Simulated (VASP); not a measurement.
# WS (Pm-3m) in VASP: further runs

Runs on WS. Level: r2SCAN+U. Tasks: single point.

All numbers are computed with VASP 6.6.1; they aren't measurements. Logs are shortened: lines on timing, memory, paths and dates and some standing lists are left out, and cuts for length are marked.

### 1 The cell of the first run

It takes space group Pm-3m (No. 221, cubic). The conventional cell has a = 3.124 Å, b = 3.124 Å, c = 3.124 Å, α = 90.00°, β = 90.00°, γ = 90.00°. W (site symmetry m-3m) has 8 S at 2.71 Å and 6 W at 3.12 Å within 3.6 Å. S (site symmetry m-3m) has 8 W at 2.71 Å and 6 S at 3.12 Å within 3.6 Å.

### 2 Single point, r2SCAN+U

Input file POSCAR:

```
WS
1.0
    3.1236202295      0.0000000000      0.0000000000
    0.0000000000      3.1236202295      0.0000000000
    0.0000000000      0.0000000000      3.1236202295
W S
1 1
Direct
    0.0000000000      0.0000000000      0.0000000000
    0.5000000000      0.5000000000      0.5000000000
```

Input file INCAR.step1:

```
ALGO = Normal
EDIFF = 1E-4
ENCUT = 520
GGA = PE
ISMEAR = 0
LASPH = T
LCHARG = F
LDAU = T
LDAUJ = 0 0
LDAUL = 2 -1
LDAUTYPE = 2
LDAUU = 6.2 0
LMAXMIX = 4
LREAL = F
LWAVE = T
NBANDS = 17
NELM = 150
PREC = Accurate
SIGMA = 0.1
```

Input file INCAR.step2:

```
ALGO = Normal
EDIFF = 1E-6
ENCUT = 520
ISIF = 2
ISMEAR = 0
ISTART = 1
LASPH = T
LCHARG = F
LDAU = T
LDAUJ = 0 0
LDAUL = 2 -1
LDAUPRINT = 1
LDAUTYPE = 2
LDAUU = 6.2 0
LMAXMIX = 4
LMIXTAU = T
LREAL = F
LWAVE = F
METAGGA = R2SCAN
NBANDS = 17
NELM = 150
PREC = Accurate
SIGMA = 0.1
```

Input file KPOINTS:

```
k-points
0
Gamma
  14 14 14
```

Potentials or basis: VASP PAW PBE potentials, release 64 (W_sv, S).

The run is started by

```sh
$ cat potpaw_PBE.64/W_sv/POTCAR potpaw_PBE.64/S/POTCAR > POTCAR
$ cp INCAR.step1 INCAR
$ mpirun -np 1 vasp_std > vasp.out
$ cp INCAR.step2 INCAR
$ mpirun -np 1 vasp_std > vasp.out
```

OUTCAR:

```text
EDIFF = 1E-6
   ENCUT = 520
   ISIF = 2
   ISMEAR = 0
   ISTART = 1
   LASPH = T
   LREAL = F
   METAGGA = R2SCAN
   NELM = 150
   PREC = Accurate

 ion  position               nearest neighbor table
   1  0.000  0.000  0.000-   2 2.71   2 2.71   2 2.71   2 2.71   2 2.71   2 2.71   2 2.71   2 2.71

   2  0.500  0.500  0.500-   1 2.71   1 2.71   1 2.71   1 2.71   1 2.71   1 2.71   1 2.71   1 2.71

  LATTYP: Found a simple cubic cell.
 ALAT       =     3.1236202295

  Lattice vectors:

 A1 = (   3.1236202295,   0.0000000000,   0.0000000000)
 A2 = (   0.0000000000,   3.1236202295,   0.0000000000)
 A3 = (   0.0000000000,   0.0000000000,   3.1236202295)

Analysis of symmetry for initial positions (statically):
=====================================================================
 Subroutine PRICEL returns:
 Original cell was already a primitive cell.

 Routine SETGRP: Setting up the symmetry group for a
 simple cubic supercell.

 Subroutine GETGRP returns: Found 48 space group operations
 (whereof 48 operations were pure point group operations)
 out of a pool of 48 trial point group operations.

The static configuration has the point symmetry O_h .

Analysis of symmetry for dynamics (positions and initial velocities):
=====================================================================
 Subroutine PRICEL returns:
 Original cell was already a primitive cell.

 Routine SETGRP: Setting up the symmetry group for a
 simple cubic supercell.

 Subroutine GETGRP returns: Found 48 space group operations
 (whereof 48 operations were pure point group operations)
 out of a pool of 48 trial point group operations.

The dynamic configuration has the point symmetry O_h .

 Subroutine INISYM returns: Found 48 space group operations
 (whereof 48 operations are pure point group operations),
 and found     1 'primitive' translations

----------------------------------------------------------------------------------------

                                     Primitive cell

  volume of cell :      30.4772

  direct lattice vectors                    reciprocal lattice vectors
     3.123620230  0.000000000  0.000000000     0.320141351  0.000000000  0.000000000
     0.000000000  3.123620230  0.000000000     0.000000000  0.320141351  0.000000000
     0.000000000  0.000000000  3.123620230     0.000000000  0.000000000  0.320141351

  length of vectors
     3.123620230  3.123620230  3.123620230     0.320141351  0.320141351  0.320141351

  position of ions in fractional coordinates (direct lattice)
     0.000000000  0.000000000  0.000000000
     0.500000000  0.500000000  0.500000000

  ion indices of the primitive-cell ions
   primitive index   ion index
                 1           1
                 2           2

----------------------------------------------------------------------------------------

 KPOINTS: k-points

Automatic generation of k-mesh.
 Grid dimensions read from file:
 generate k-points for:   14   14   14

 Generating k-lattice:

  Cartesian coordinates                     Fractional coordinates (reciprocal lattice)
     0.022867239  0.000000000  0.000000000     0.071428571  0.000000000  0.000000000
     0.000000000  0.022867239  0.000000000     0.000000000  0.071428571  0.000000000
     0.000000000  0.000000000  0.022867239     0.000000000  0.000000000  0.071428571

  Length of vectors
     0.022867239  0.022867239  0.022867239

  Shift w.r.t. Gamma in fractional coordinates (k-lattice)
     0.000000000  0.000000000  0.000000000

 Subroutine IBZKPT returns following result:
 ===========================================

 Found    120 irreducible k-points:

 Following reciprocal coordinates:
            Coordinates               Weight
  0.000000  0.000000  0.000000      1.000000
  0.071429  0.000000  0.000000      6.000000
  0.142857  0.000000  0.000000      6.000000
  0.214286  0.000000  0.000000      6.000000
  0.285714  0.000000  0.000000      6.000000
  0.357143  0.000000  0.000000      6.000000
[... 16 lines left out ...]
  0.285714  0.214286  0.000000     24.000000
  0.357143  0.214286  0.000000     24.000000
 [... further k-points ...]
   k-points           NKPTS =    120   k-points in BZ     NKDIM =    120   number of bands    NBANDS=     17
   number of dos      NEDOS =    301   number of ions     NIONS =      2
   total plane-waves  NPLWV =  13824
   dimension x,y,z NGX =    24 NGY =   24 NGZ =   24
   dimension x,y,z NGXF=    48 NGYF=   48 NGZF=   48
   ions per type =               1   1
   NGX,Y,Z   is equivalent  to a cutoff of  12.77, 12.77, 12.77 a.u.
   NGXF,Y,Z  is equivalent  to a cutoff of  25.55, 25.55, 25.55 a.u.
 SYSTEM =  unknown system
   PREC   = accura    normal or accurate (medium, high low for compatibility)
   ISTART =      1    job   : 0-new  1-cont  2-samecut
   ICHARG =      0    charge: 1-file 2-atom 10-const
   ISPIN  =      1    spin polarized calculation?
   LNONCOLLINEAR =      F non collinear calculations
   LSORBIT =      F    spin-orbit coupling
   LASPH  =      T    aspherical Exc in radial PAW
   ENCUT  =  520.0 eV  38.22 Ry    6.18 a.u.   5.81  5.81  5.81*2*pi/ulx,y,z
   NELM   =    150;   NELMIN=  2; NELMDL=  0     # of ELM steps
   EDIFF  = 0.1E-05   stopping-criterion for ELM
   LREAL  =      F    real-space projection
   EDIFFG = 0.1E-04   stopping-criterion for IOM
   NSW    =      0    number of steps for IOM
   IBRION =     -1    ionic relax: 0-MD 1-quasi-New 2-CG
   NFREE  =      0    steps in history (QN), initial steepest desc. (CG)
   ISIF   =      2    stress and relaxation
   ISYM   =      2    0-nonsym 1-usesym 2-fastsym
   POTIM  = 0.5000    time-step for ionic-motion
   TEBEG  =    0.0;   TEEND  =   0.0 temperature during run
   PSTRESS=    0.0 pullay stress
   NELECT =      20.0000    total number of electrons
   NUPDOWN=      -1.0000    fix difference up-down
   EMIN   =  10.00;   EMAX   =-10.00  energy-range for DOS
   EFERMI =   0.00;   METHOD = LEGACY
   ISMEAR =     0;   SIGMA  =   0.10  broadening in eV -4-tet -1-fermi 0-gaus
   EFERMI_NEDOS =   21; number of points for ismear=-14 and -15
   IALGO  =     38    algorithm
   IMIX   =      4    mixing-type and parameters
     AMIX     =   0.40;   BMIX     =  1.00
     AMIX_MAG =   1.60;   BMIX_MAG =  1.00
  volume/ion in A,a.u.               =      15.24       102.84
  Fermi-wavevector in a.u.,A,eV,Ry     =   1.422634  2.688389 27.536672  2.023888
  Thomas-Fermi vector in A             =   2.543317
   LORBIT       =      0    0 simple, 1 ext, 2 COOP (PROOUT), +10 PAW based schemes
 LDA+U is selected, type is set to LDAUTYPE =  2
   angular momentum for each species LDAUL =     2   -1
   U (eV)           for each species LDAUU =   6.2  0.0
   J (eV)           for each species LDAUJ =   0.0  0.0
   METAGGA = R2SCAN    functional components
   LHFCALC =     F    Hartree Fock is set to
   AEXX    =    0.0000 exact exchange contribution
   IVDW    =     0    specifies the selected vdW correction
   LEPSILON=     F    determine dielectric tensor
   LRPA    =     F    only Hartree local field effects (RPA)
 non-spin polarized calculation
 Gauss-broadening in eV      SIGMA  =   0.10
  energy-cutoff  :      520.00
  volume of cell :       30.48
 maximum number of plane-waves:       840
 NGX is ok and might be reduce to    24
   NGX = 11   NGY = 11   NGZ = 11

atom =   1  type =  1  l = 2

 onsite density matrix

spin component  1

  0.2310  0.0000 -0.0000 -0.0000  0.0000
  0.0000  0.2310  0.0000  0.0000 -0.0000
 -0.0000  0.0000  0.4539  0.0000 -0.0000
 -0.0000  0.0000  0.0000  0.2310 -0.0000
  0.0000 -0.0000 -0.0000 -0.0000  0.4539

spin component  2

  0.2310  0.0000 -0.0000 -0.0000  0.0000
  0.0000  0.2310  0.0000  0.0000 -0.0000
 -0.0000  0.0000  0.4539  0.0000 -0.0000
 -0.0000  0.0000  0.0000  0.2310 -0.0000
  0.0000 -0.0000 -0.0000 -0.0000  0.4539

 occupancies and eigenvectors

  o =  0.2310  v =  0.0000  0.0044 -0.0000  1.0000  0.0000  0.0000  0.0000  0.0000  0.0000  0.0000      0.0000  0.0000  0.0000  0.0000  0.0000  0.0000  0.0000  0.0000  0.0000  0.0000
  o =  0.2310  v =  0.0000  0.0000  0.0000  0.0000  0.0000  0.0000  0.0044 -0.0000  1.0000  0.0000      0.0000  0.0000  0.0000  0.0000  0.0000  0.0000  0.0000  0.0000  0.0000  0.0000
  o =  0.2310  v =  1.0000  0.0000  0.0000  0.0000  0.0000  0.0000  0.0000  0.0000  0.0000  0.0000      0.0000  0.0000  0.0000  0.0000  0.0000  0.0000  0.0000  0.0000  0.0000  0.0000
  o =  0.2310  v =  0.0000  0.0000  0.0000  0.0000  0.0000  1.0000  0.0000  0.0000  0.0000  0.0000      0.0000  0.0000  0.0000  0.0000  0.0000  0.0000  0.0000  0.0000  0.0000  0.0000
  o =  0.2310  v =  0.0000 -1.0000 -0.0000  0.0044  0.0000  0.0000  0.0000  0.0000  0.0000  0.0000      0.0000  0.0000  0.0000  0.0000  0.0000  0.0000  0.0000  0.0000  0.0000  0.0000
  o =  0.2310  v =  0.0000  0.0000  0.0000  0.0000  0.0000  0.0000 -1.0000 -0.0000  0.0044  0.0000      0.0000  0.0000  0.0000  0.0000  0.0000  0.0000  0.0000  0.0000  0.0000  0.0000
  o =  0.4539  v =  0.0000  0.0000  0.0000  0.0000  0.0000  0.0000  0.0000  0.0008 -0.0000  1.0000      0.0000  0.0000  0.0000  0.0000  0.0000  0.0000  0.0000  0.0000  0.0000  0.0000
  o =  0.4539  v =  0.0000  0.0000  0.0008 -0.0000  1.0000  0.0000  0.0000  0.0000  0.0000  0.0000      0.0000  0.0000  0.0000  0.0000  0.0000  0.0000  0.0000  0.0000  0.0000  0.0000
  o =  0.4539  v =  0.0000  0.0000  0.0000  0.0000  0.0000  0.0000  0.0000 -1.0000 -0.0000  0.0008      0.0000  0.0000  0.0000  0.0000  0.0000  0.0000  0.0000  0.0000  0.0000  0.0000
  o =  0.4539  v =  0.0000  0.0000 -1.0000 -0.0000  0.0008  0.0000  0.0000  0.0000  0.0000  0.0000      0.0000  0.0000  0.0000  0.0000  0.0000  0.0000  0.0000  0.0000  0.0000  0.0000

 number of electron      20.0000005 magnetization

 Free energy of the ion-electron system (eV)
  ---------------------------------------------------
  ext. energy  EPLUGINS =         0.00000000
  ---------------------------------------------------
  free energy    TOTEN  =       -51.84126713 eV

  energy without entropy =      -51.83048551  energy(sigma->0) =      -51.83587632

 E-fermi :  11.6331     XC(G=0): -13.5957

 val. band max:       11.6328110844   @ k =   0.5000   0.4286   0.2857
 cond. band min:      11.6346360468   @ k =   0.5000   0.4286   0.2143
 fundamental gap:      0.0018249624
 Fermi energy:        11.6330984665

 k-point     1 :       0.0000    0.0000    0.0000
  band No.  band energies     occupation
      1     -66.3118      2.00000
      2     -29.6742      2.00000
      3     -29.6742      2.00000
      4     -29.6742      2.00000
      5      -6.3688      2.00000
      6       6.7024      2.00000
[... 9 lines left out ...]
     16      20.7171      0.00000
     17      27.9421      0.00000
[... 443 lines left out ...]
      1     -66.2977      2.00000
      2     -29.8871      2.00000
      3     -29.7593      2.00000
      4     -29.6452      2.00000
      5      -4.5671      2.00000
      6       2.6855      2.00000
[... 9 lines left out ...]
     16      20.0921      0.00000
     17      21.7225      0.00000

 [... further k-points ...]
[... 5 lines left out ...]
  --------------------------------------------------------------------------------------
  -------------------------------------------------------------------------------------
  Total       -2.5937659     -2.5937659     -2.5937659     -0.0000000      0.0000000     -0.0000000
  in kB     -136.3536227   -136.3536227   -136.3536227     -0.0000000      0.0000000     -0.0000000
  external PRESSURE =    -136.3536227 kB  Pullay stress =       0.0000000 kB

 VOLUME and BASIS-vectors are now :
 -----------------------------------------------------------------------------
  energy-cutoff  :      520.00
  volume of cell :       30.48
      direct lattice vectors                 reciprocal lattice vectors
     3.123620230  0.000000000  0.000000000     0.320141351  0.000000000  0.000000000
     0.000000000  3.123620230  0.000000000     0.000000000  0.320141351  0.000000000
     0.000000000  0.000000000  3.123620230     0.000000000  0.000000000  0.320141351

 POSITION                                       TOTAL-FORCE (eV/Angst)
 -----------------------------------------------------------------------------------
      0.00000      0.00000      0.00000         0.000000      0.000000      0.000000
      1.56181      1.56181      1.56181         0.000000      0.000000      0.000000
 -----------------------------------------------------------------------------------
    total drift:                               -0.000000      0.000000      0.000000

  FREE ENERGIE OF THE ION-ELECTRON SYSTEM (eV)
  ---------------------------------------------------
  free  energy   TOTEN  =       -51.8412671342 eV

  energy  without entropy=      -51.8304855116  energy(sigma->0) =      -51.83587632
```

Wall time 6.2 min (1 thread of AMD EPYC, shared host); peak memory 0.16 GiB.

What came out:

| Item | Value |
| --- | --- |
| Free energy | -51.8413 eV |
| Pressure | -13.6 GPa |
| Band gap on the k mesh | zero (band 10 reaches 13.25 eV, above the bottom of band 11 at 10.76 eV) |

Eigenvalues of the final occupation matrices:
```
    site  spin  trace               eigenvalues
site 1 d     1   1.60  0.23 0.23 0.23 0.45 0.45
site 1 d     2   1.60  0.23 0.23 0.23 0.45 0.45
```

Caveat: the PAW data sets were made with another functional, which shifts forces and pressure a little; spin-orbit coupling is left out, which moves the levels of the heavy elements; U without spin polarisation on a metal has little footing.

### 3 Single point, r2SCAN+U

This run uses another cell than the first one, of 17.20 Å³/atom, 1.129 times its volume.

Input file POSCAR:

```
WS
1.0
    3.2524016641      0.0000000000      0.0000000000
    0.0000000000      3.2524016641      0.0000000000
    0.0000000000      0.0000000000      3.2524016641
W S
1 1
Direct
    0.0000000000      0.0000000000      0.0000000000
    0.5000000000      0.5000000000      0.5000000000
```

Input file INCAR.step1:

```
PREC = Accurate
ENCUT = 520
ISMEAR = 0
SIGMA = 0.1
LREAL = False
LASPH = True
NELM = 150
LMAXMIX = 4
LDAU = True
LDAUTYPE = 2
LDAUL = 2 -1
LDAUU = 6.2 0
LDAUJ = 0 0
NBANDS = 17
GGA = PE
ALGO = Normal
EDIFF = 1E-4
LWAVE = True
LCHARG = False
```

Input file INCAR.step2:

```
PREC = Accurate
ENCUT = 520
EDIFF = 1E-6
ISMEAR = 0
SIGMA = 0.1
LREAL = False
LASPH = True
NELM = 150
ALGO = Normal
ISIF = 2
LWAVE = False
LCHARG = False
LMAXMIX = 4
LDAU = True
LDAUTYPE = 2
LDAUL = 2 -1
LDAUU = 6.2 0
LDAUJ = 0 0
LDAUPRINT = 1
METAGGA = R2SCAN
LMIXTAU = True
NBANDS = 17
ISTART = 1
```

Input file KPOINTS:

```
regular mesh
0
Gamma
  14 14 14
```

Potentials or basis: VASP PAW PBE potentials, release 64 (W_sv, S).

The run is started by

```sh
$ cat potpaw_PBE.64/W_sv/POTCAR potpaw_PBE.64/S/POTCAR > POTCAR
$ cp INCAR.step1 INCAR
$ mpirun -np 1 vasp_std > vasp.out
$ cp INCAR.step2 INCAR
$ mpirun -np 1 vasp_std > vasp.out
```

It took 13 min on 1 thread of AMD EPYC, shared host; peak memory 0.17 GiB.

It converged, with:

```
Free energy            : -51.4923 eV
Pressure               : -10.1 GPa
Band gap on the k mesh : zero (band 10 reaches 10.52 eV, above the bottom of band 11 at 9.60 eV)
```

Levels at points of the mesh, in eV from the Fermi level:
| k point | band 8 | band 9 | band 10 | band 11 | band 12 | band 13 |
| --- | --- | --- | --- | --- | --- | --- |
| (0.00, 0.00, 0.00) | -3.48 | -3.48 | -3.48 | -0.34 | 2.19 | 2.19 |
| (0.50, 0.00, 0.00) | -4.09 | -4.09 | -0.14 | 2.72 | 3.85 | 4.05 |
| (0.50, 0.50, 0.00) | -5.10 | -2.34 | 0.27 | 0.27 | 0.27 | 0.86 |
| (0.50, 0.50, 0.50) | -7.48 | 0.37 | 0.37 | 1.51 | 1.51 | 1.51 |

Eigenvalues of the final occupation matrices:
```tsv
site	spin	trace	eigenvalues
site 1 d	1	1.62	0.10 0.10 0.10 0.66 0.66
site 1 d	2	1.62	0.10 0.10 0.10 0.66 0.66
```

Caveat: the PAW data sets were made with another functional, which shifts forces and pressure a little; spin-orbit coupling is left out, which moves the levels of the heavy elements; U without spin polarisation on a metal has little footing.
